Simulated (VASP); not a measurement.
Here is a VASP 6.6.1 calculation.

The input INCAR:

```
PREC     = Accurate       # precision mode
ENCUT    = 520            # plane-wave cutoff, eV
EDIFF    = 1E-6           # SCF threshold, eV
ISMEAR   = 0              # smearing method
SIGMA    = 0.02           # smearing width, eV
LREAL    = F              # projectors in reciprocal space
LASPH    = T              # aspherical terms in the spheres
NELM     = 60             # most SCF steps
ALGO     = Normal         # electronic algorithm
ISIF     = 2              # what is computed and relaxed
LWAVE    = F              # write WAVECAR
LCHARG   = T              # write CHGCAR
GGA      = PE             # functional
LELF     = T              # ELF
LVHAR    = T            
NBANDS   = 27             # bands
```

File KPOINTS:

```
regular mesh
0
Gamma
  6 6 6
```

File POSCAR:

```
BaHfO3
1.0
    4.4496782975      0.0000000000      0.0000000000
    0.0000000000      4.4496782975      0.0000000000
    0.0000000000      0.0000000000      4.0752086395
Ba Hf O
1 1 3
Direct
    0.5000000000      0.5000000000      1.0125018267
    0.0000000000      0.0000000000      0.4871878605
    0.0000000000      0.5000000000      0.4866646552
    0.5000000000      0.0000000000      0.4866646552
    0.0000000000      0.0000000000      1.0170027924
```

Potentials or basis: VASP PAW PBE potentials, release 64 (Ba_sv, Hf_pv, O).

Launch:

```console
$ cat potpaw_PBE.64/Ba_sv/POTCAR potpaw_PBE.64/Hf_pv/POTCAR potpaw_PBE.64/O/POTCAR > POTCAR
$ mpirun -np 1 vasp_std > vasp.out
```

Problem. Predict the band gap on the k mesh.

Solution. 3.09 eV, indirect (least direct gap 3.38 eV).

Problem. What does it give for the largest force?

Solution. 2.002 eV/Å.

Stress tensor (GPa, compression positive):
```
-14.35   0.00   0.00
  0.00 -14.35   0.00
  0.00   0.00   4.87
```

Caveat: the cell differs from its parent crystal (strained and its atoms moved); spin-orbit coupling is left out, which moves the levels of the heavy elements; forces of over 1 eV/Å act on the atoms, so gaps and moduli don't describe the material at rest. A k mesh can miss the band edges.
